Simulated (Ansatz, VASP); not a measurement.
## One calculation of GeSb3O2, two programs

INCAR

```
ALGO = Normal ; EDIFF = 1E-6
ENCUT = 600 ; GGA = PE
GGA_COMPAT = False ; ISIF = 2
ISMEAR = 0 ; LASPH = True
LCHARG = False ; LREAL = False
LWAVE = False ; NBANDS = 44
NELM = 120 ; PREC = Accurate
SIGMA = 0.1
```

File KPOINTS:

```
k-points
0
Gamma
  4 4 2
```

POSCAR

```
GeSb3O2
1.0
    4.2586303600      0.0000000000      0.0000000000
    0.0000000000      4.2586303600      0.0000000000
    0.0000000000      0.0000000000      8.2817229700
Ge Sb O
1 3 2
Direct
    0.0000000000      0.0000000000      0.5000000000
    0.5000000000      0.5000000000      0.2945286900
    0.5000000000      0.5000000000      0.7054713100
    0.5000000000      0.5000000000      0.0000000000
    0.5000000000      0.5000000000      0.5000000000
    0.0000000000      0.0000000000      0.0000000000
```

Input for Ansatz:

```yaml
crystal:
  lattice:
    - [4.25863036, 0.0, 0.0]
    - [0.0, 4.25863036, 0.0]
    - [0.0, 0.0, 8.28172297]
  atoms:
    - { symbol: Ge, position: [0.0, 0.0, 0.5] }
    - { symbol: Sb, position: [0.5, 0.5, 0.29452869] }
    - { symbol: Sb, position: [0.5, 0.5, 0.70547131] }
    - { symbol: Sb, position: [0.5, 0.5, 0.0] }
    - { symbol: O, position: [0.5, 0.5, 0.5] }
    - { symbol: O, position: [0.0, 0.0, 0.0] }
basis:
  ecutwfc: 420
kpoints:
  mp_grid: { grid: [4, 4, 2] }
hamiltonian:
  xc: pbe
scf:
  occupations: { method: gaussian, width: 0.1 }
  lower_state_search: "off"
output:
  forces: true
  stress: true
  eigenvalues: true
```

Alike in both runs: task single point; functional PBE; k mesh 4 × 4 × 2; occupations gaussian, width 0.1 eV; no spin polarisation.

|  | VASP | Ansatz |
| --- | --- | --- |
| version | VASP 6.6.1 | Ansatz 0.2.0 |
| potentials or method | VASP PAW PBE potentials, release 64 (Ge_d, Sb_d_GW, O), cutoff 600 eV | scalar-relativistic, plane waves, PAW |
| valence electrons in the cell | 71 | 71 |

Ansatz gave:

- gap on the k mesh at the Fermi level (eV): none
- pressure (GPa): 16.9
- traceless stress, the component that is largest in VASP (GPa): 49.97
- rms of the force components (eV/Å): 1.785

What did VASP give for the same quantities?

gap on the k mesh at the Fermi level (eV): none; pressure (GPa): 16.9; traceless stress, the component that is largest in VASP (GPa): 50.32; rms of the force components (eV/Å): 1.824.

Atom by atom the forces differ by 0.039 eV/Å (rms over components). A gap of «none» marks a metal or a gap that the smearing closes. The functional is the same, so the differences come from potentials, cutoffs and numerics.

The k mesh is coarse, so the values compare programs but aren't converged. Spin-orbit coupling is off throughout.
